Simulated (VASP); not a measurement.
# GaSb: single point with HSE06

GaSb:

```
CELL_PARAMETERS angstrom
0.00000 3.06588 3.06588
3.06588 0.00000 3.06588
3.06588 3.06588 0.00000
ATOMIC_POSITIONS crystal
Ga 0.00000 0.00000 0.00000
Sb 0.25000 0.25000 0.25000
```

| Item | Value |
| --- | --- |
| Program | VASP 6.6.1 |
| Task | single point |
| Functional | HSE06 |
| Potentials or basis | VASP PAW PBE potentials, release 64 (Ga_d, Sb) |
| Cutoff | 520 eV |
| k mesh | 4 × 4 × 4 |
| Occupations | fermi-dirac, width 0.02 eV |
| Spin | no spin polarisation |

* Pressure: -0.1 GPa
* Band gap on the k mesh: 0.85 eV

Levels at points of the mesh, in eV from the valence-band top:
```csv
k point,band 5,band 6,band 7,band 8,band 9,band 10,band 11,band 12,band 13,band 14
"(0.00, 0.00, 0.00)",-17.61,-12.48,0.00,0.00,0.00,0.85,3.49,3.49,3.49,6.69
"(0.50, 0.00, 0.00)",-17.61,-10.70,-6.84,-1.23,-1.23,1.08,4.49,4.49,7.33,10.39
"(0.50, 0.50, 0.00)",-17.60,-9.77,-7.33,-2.75,-2.75,1.52,1.86,9.87,9.87,11.21
```

It took 12 min on 1 thread of Intel(R) Xeon(R) Platinum 8375C CPU @ 2.90GHz (Ice Lake), with other jobs on the host, peak memory 0.3 GiB.

Caveat: the k points lie up to 0.44 Å⁻¹ apart; the PAW data sets were made with another functional, which shifts forces and pressure a little; spin-orbit coupling is left out, which moves the levels of the heavy elements. A k mesh can miss the band edges.
